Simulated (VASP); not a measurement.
# Pd (Fm-3m) in VASP: further runs, part 2 of 2

VASP 6.6.1.

## Step 4: Single point, LDA+U

This run uses another cell than the first one, of 14.17 Å³/atom.

File INCAR:

```
PREC = Accurate
ENCUT = 500
EDIFF = 1E-6
ISMEAR = -1
SIGMA = 0.1
LREAL = F
LASPH = T
NELM = 200
ALGO = Normal
ISIF = 2
LWAVE = F
LCHARG = F
LMAXMIX = 4
LDAU = T
LDAUTYPE = 2
LDAUL = 2
LDAUU = 6
LDAUJ = 0
LDAUPRINT = 1
NBANDS = 11
GGA_COMPAT = F
```

File KPOINTS:

```
Automatic mesh
0
Gamma
  17 17 17
```

File POSCAR:

```
Pd
1.0
    0.0000000000      1.9206745742      1.9206745742
    1.9206745742      0.0000000000      1.9206745742
    1.9206745742      1.9206745742      0.0000000000
Pd
1
Direct
    0.0000000000      0.0000000000      0.0000000000
```

Potentials or basis: VASP PAW LDA potentials, release 64 (Pd).

The run is started by

```bash
cat potpaw_LDA.64/Pd/POTCAR > POTCAR
mpirun -np 1 vasp_std > vasp.out
```

OUTCAR:

```text
PREC = Accurate
   ENCUT = 500
   EDIFF = 1E-6
   ISMEAR = -1
   LREAL = F
   LASPH = T
   NELM = 200
   ISIF = 2

 ion  position               nearest neighbor table
   1  0.000  0.000  0.000-

  LATTYP: Found a face centered cubic cell.
 ALAT       =     3.8413491484

  Lattice vectors:

 A1 = (   0.0000000000,   1.9206745742,   1.9206745742)
 A2 = (   1.9206745742,   0.0000000000,   1.9206745742)
 A3 = (   1.9206745742,   1.9206745742,   0.0000000000)

Analysis of symmetry for initial positions (statically):
=====================================================================
 Subroutine PRICEL returns:
 Original cell was already a primitive cell.

 Routine SETGRP: Setting up the symmetry group for a
 face centered cubic supercell.

 Subroutine GETGRP returns: Found 48 space group operations
 (whereof 48 operations were pure point group operations)
 out of a pool of 48 trial point group operations.

The static configuration has the point symmetry O_h .

Analysis of symmetry for dynamics (positions and initial velocities):
=====================================================================
 Subroutine PRICEL returns:
 Original cell was already a primitive cell.

 Routine SETGRP: Setting up the symmetry group for a
 face centered cubic supercell.

 Subroutine GETGRP returns: Found 48 space group operations
 (whereof 48 operations were pure point group operations)
 out of a pool of 48 trial point group operations.

The dynamic configuration has the point symmetry O_h .

 Subroutine INISYM returns: Found 48 space group operations
 (whereof 48 operations are pure point group operations),
 and found     1 'primitive' translations

----------------------------------------------------------------------------------------

                                     Primitive cell

  volume of cell :      14.1707

  direct lattice vectors                    reciprocal lattice vectors
     0.000000000  1.920674574  1.920674574    -0.260325204  0.260325204  0.260325204
     1.920674574  0.000000000  1.920674574     0.260325204 -0.260325204  0.260325204
     1.920674574  1.920674574  0.000000000     0.260325204  0.260325204 -0.260325204

  length of vectors
     2.716244032  2.716244032  2.716244032     0.450896480  0.450896480  0.450896480

  position of ions in fractional coordinates (direct lattice)
     0.000000000  0.000000000  0.000000000

  ion indices of the primitive-cell ions
   primitive index   ion index
                 1           1

----------------------------------------------------------------------------------------

 KPOINTS: Automatic mesh

Automatic generation of k-mesh.
 Grid dimensions read from file:
 generate k-points for:   17   17   17

 Generating k-lattice:

  Cartesian coordinates                     Fractional coordinates (reciprocal lattice)
[... 77 lines left out ...]
   IALGO  =     38    algorithm
   IMIX   =      4    mixing-type and parameters
     AMIX     =   0.40;   BMIX     =  1.00
     AMIX_MAG =   1.60;   BMIX_MAG =  1.00
  volume/ion in A,a.u.               =      14.17        95.63
  Fermi-wavevector in a.u.,A,eV,Ry     =   1.457508  2.754291 28.903272  2.124331
  Thomas-Fermi vector in A             =   2.574302
   LORBIT       =      0    0 simple, 1 ext, 2 COOP (PROOUT), +10 PAW based schemes
 LDA+U is selected, type is set to LDAUTYPE =  2
   angular momentum for each species LDAUL =     2
   U (eV)           for each species LDAUU =   6.0
   J (eV)           for each species LDAUJ =   0.0
   GGA     = CA    functional components
   LHFCALC =     F    Hartree Fock is set to
   AEXX    =    0.0000 exact exchange contribution
   IVDW    =     0    specifies the selected vdW correction
   LEPSILON=     F    determine dielectric tensor
   LRPA    =     F    only Hartree local field effects (RPA)
 non-spin polarized calculation
  energy-cutoff  :      500.00
  volume of cell :       14.17
 maximum number of plane-waves:       369
   NGX =  9   NGY =  9   NGZ =  9

atom =   1  type =  1  l = 2

 onsite density matrix

spin component  1

  0.9037  0.0000 -0.0000 -0.0000  0.0000
  0.0000  0.9037 -0.0000  0.0000  0.0000
 -0.0000 -0.0000  0.9577 -0.0000  0.0000
 -0.0000  0.0000 -0.0000  0.9037 -0.0000
  0.0000  0.0000  0.0000 -0.0000  0.9577

spin component  2

  0.9037  0.0000 -0.0000 -0.0000  0.0000
  0.0000  0.9037 -0.0000  0.0000  0.0000
 -0.0000 -0.0000  0.9577 -0.0000  0.0000
 -0.0000  0.0000 -0.0000  0.9037 -0.0000
  0.0000  0.0000  0.0000 -0.0000  0.9577

 occupancies and eigenvectors

  o =  0.9037  v =  1.0000  0.0000  0.0000  0.0000  0.0000  0.0000  0.0000  0.0000  0.0000  0.0000      0.0000  0.0000  0.0000  0.0000  0.0000  0.0000  0.0000  0.0000  0.0000  0.0000
  o =  0.9037  v =  0.0000  0.0000  0.0000  0.0000  0.0000  1.0000  0.0000  0.0000  0.0000  0.0000      0.0000  0.0000  0.0000  0.0000  0.0000  0.0000  0.0000  0.0000  0.0000  0.0000
  o =  0.9037  v =  0.0000 -0.3581 -0.0000  0.9337 -0.0000  0.0000  0.0000  0.0000  0.0000  0.0000      0.0000  0.0000  0.0000  0.0000  0.0000  0.0000  0.0000  0.0000  0.0000  0.0000
  o =  0.9037  v =  0.0000  0.0000  0.0000  0.0000  0.0000  0.0000 -0.3581 -0.0000  0.9337 -0.0000      0.0000  0.0000  0.0000  0.0000  0.0000  0.0000  0.0000  0.0000  0.0000  0.0000
  o =  0.9037  v =  0.0000 -0.9337  0.0000 -0.3581  0.0000  0.0000  0.0000  0.0000  0.0000  0.0000      0.0000  0.0000  0.0000  0.0000  0.0000  0.0000  0.0000  0.0000  0.0000  0.0000
  o =  0.9037  v =  0.0000  0.0000  0.0000  0.0000  0.0000  0.0000 -0.9337  0.0000 -0.3581  0.0000      0.0000  0.0000  0.0000  0.0000  0.0000  0.0000  0.0000  0.0000  0.0000  0.0000
  o =  0.9577  v =  0.0000  0.0000  0.0000  0.0000  0.0000  0.0000  0.0000 -0.0797  0.0000  0.9968      0.0000  0.0000  0.0000  0.0000  0.0000  0.0000  0.0000  0.0000  0.0000  0.0000
  o =  0.9577  v =  0.0000  0.0000 -0.0797  0.0000  0.9968  0.0000  0.0000  0.0000  0.0000  0.0000      0.0000  0.0000  0.0000  0.0000  0.0000  0.0000  0.0000  0.0000  0.0000  0.0000
  o =  0.9577  v =  0.0000  0.0000  0.0000  0.0000  0.0000  0.0000  0.0000  0.9968  0.0000  0.0797      0.0000  0.0000  0.0000  0.0000  0.0000  0.0000  0.0000  0.0000  0.0000  0.0000
  o =  0.9577  v =  0.0000  0.0000  0.9968  0.0000  0.0797  0.0000  0.0000  0.0000  0.0000  0.0000      0.0000  0.0000  0.0000  0.0000  0.0000  0.0000  0.0000  0.0000  0.0000  0.0000

 number of electron      10.0000005 magnetization

 Free energy of the ion-electron system (eV)
  ---------------------------------------------------
  ext. energy  EPLUGINS =         0.00000000
  ---------------------------------------------------
  free energy    TOTEN  =        -3.49983482 eV

  energy without entropy =       -3.45458331  energy(sigma->0) =       -3.47720907

 E-fermi :   8.2456     XC(G=0): -13.6482

 val. band max:        8.2276765730   @ k =  -0.2941   0.0588   0.0000
 cond. band min:       8.2534272749   @ k =   0.4706   0.3529   0.0000
 fundamental gap:      0.0257507019
 Fermi energy:         8.2456111590

 k-point     1 :       0.0000    0.0000    0.0000
  band No.  band energies     occupation
      1       2.7557      2.00000
      2       5.0270      2.00000
      3       5.0270      2.00000
      4       5.0270      2.00000
      5       6.5037      2.00000
      6       6.5037      2.00000
      7      27.4711      0.00000
      8      32.3792      0.00000
      9      32.3792      0.00000
     10      32.3792      0.00000
     11      36.4921      0.00000
[... 309 lines left out ...]
 k-point    24 :      -0.1176    0.0588    0.0000
  band No.  band energies     occupation
      1       3.4658      2.00000
      2       4.8048      2.00000
      3       5.2925      2.00000
      4       5.3478      2.00000
      5       6.2715      2.00000
      6       6.6311      2.00000
      7      27.2856      0.00000
      8      28.9455      0.00000
      9      31.7565      0.00000
     10      33.0936      0.00000
     11      35.2514      0.00000

 [... further k-points ...]
[... 5 lines left out ...]
  --------------------------------------------------------------------------------------
  -------------------------------------------------------------------------------------
  Total       -1.8290344     -1.8290344     -1.8290344      0.0000000      0.0000000      0.0000000
  in kB     -206.7955093   -206.7955093   -206.7955093      0.0000000      0.0000000      0.0000000
  external PRESSURE =    -206.7955093 kB  Pullay stress =       0.0000000 kB

 VOLUME and BASIS-vectors are now :
 -----------------------------------------------------------------------------
  energy-cutoff  :      500.00
  volume of cell :       14.17
      direct lattice vectors                 reciprocal lattice vectors
     0.000000000  1.920674574  1.920674574    -0.260325204  0.260325204  0.260325204
     1.920674574  0.000000000  1.920674574     0.260325204 -0.260325204  0.260325204
     1.920674574  1.920674574  0.000000000     0.260325204  0.260325204 -0.260325204

 POSITION                                       TOTAL-FORCE (eV/Angst)
 -----------------------------------------------------------------------------------
      0.00000      0.00000      0.00000         0.000000      0.000000      0.000000
 -----------------------------------------------------------------------------------
    total drift:                                0.000000      0.000000      0.000000

  FREE ENERGIE OF THE ION-ELECTRON SYSTEM (eV)
  ---------------------------------------------------
  free  energy   TOTEN  =        -3.4998348196 eV

  energy  without entropy=       -3.4545833148  energy(sigma->0) =       -3.47720907
```

OSZICAR:

```text
N       E                     dE             d eps       ncg     rms          rms(c)
DAV:   1     0.442880374296E+02    0.44288E+02   -0.51669E+03  3638   0.832E+02
DAV:   2    -0.288065432660E+01   -0.47169E+02   -0.45431E+02  4116   0.178E+02
DAV:   3    -0.351464734556E+01   -0.63399E+00   -0.63029E+00  4399   0.227E+01
DAV:   4    -0.351721118733E+01   -0.25638E-02   -0.25635E-02  4405   0.150E+00
DAV:   5    -0.351723601008E+01   -0.24823E-04   -0.24823E-04  4771   0.132E-01    0.133E+01
DAV:   6    -0.341968448301E+01    0.97552E-01   -0.88277E-01  4161   0.657E+00    0.578E+00
DAV:   7    -0.347001016917E+01   -0.50326E-01   -0.41166E-02  4223   0.163E+00    0.317E+00
DAV:   8    -0.350012550369E+01   -0.30115E-01   -0.71765E-02  3849   0.242E+00    0.157E-01
DAV:   9    -0.349984725995E+01    0.27824E-03   -0.67397E-04  4379   0.215E-01    0.751E-02
DAV:  10    -0.349983113492E+01    0.16125E-04   -0.12183E-04  4420   0.808E-02    0.955E-03
DAV:  11    -0.349983467914E+01   -0.35442E-05   -0.97491E-06  4337   0.297E-02    0.652E-03
DAV:  12    -0.349983481955E+01   -0.14041E-06   -0.74875E-07  3798   0.763E-03
   1 F= -.34998348E+01 E0= -.34772091E+01  d E =-.452515E-01
```

stdout:

```text
POSCAR found type information on POSCAR Pd
 POSCAR found :  1 types and       1 ions
 scaLAPACK will be used
 LDA part: xc-table for (Slater(with rela. corr.)+CA(PZ))
 , standard interpolation
 POSCAR, INCAR and KPOINTS ok, starting setup
 FFT: planning ... GRIDC
 FFT: planning ... GRID_SOFT
 FFT: planning ... GRID
 WAVECAR not read
 entering main loop
```

Run time: 29 s. Hardware: 1 thread of Intel Xeon 8259CL, shared host; peak memory 0.14 GiB.

What came out:

```yaml
Free_energy: -3.4998 eV
Pressure: -20.7 GPa
Band_gap_on_the_k_mesh: zero (bands 5 and 6 overlap by 2.04 eV)
```

Eigenvalues of the final occupation matrices:
```csv
site,spin,trace,eigenvalues
site 1 d,1,4.63,0.90 0.90 0.90 0.96 0.96
site 1 d,2,4.63,0.90 0.90 0.90 0.96 0.96
```

Caveat: the cell stands under tension; U without spin polarisation on a metal has little footing; the U is typed as a test and isn't derived for this compound.

## Step 5: Summary

| level | U | cell | smearing | gap on the mesh (eV) | pressure (GPa) |
| --- | --- | --- | --- | --- | --- |
| LDA | - | a = 2.479 Å, angles 60.0°, 1 atom | fermi-dirac 0.1 eV | none | 128.8 |
| LDA | - | a = 2.642 Å, angles 60.0°, 1 atom | tetrahedron | none | 24.0 |
| LDA+U | Pd d U = 6.0 eV | a = 2.716 Å, angles 60.0°, 1 atom | fermi-dirac 0.1 eV | none | -20.7 |

Alike in all rows: task single point; potentials or basis VASP PAW LDA potentials, release 64 (Pd); no spin polarisation; k mesh 17 × 17 × 17; cutoff (eV) 500.

Caveats: the cell stands under pressure (at least some runs); the cell stands under tension (at least some runs); U without spin polarisation on a metal has little footing (at least some runs); the U is typed as a test and isn't derived for this compound (at least some runs).

Absolute energies hang on the potentials; compare differences alone.
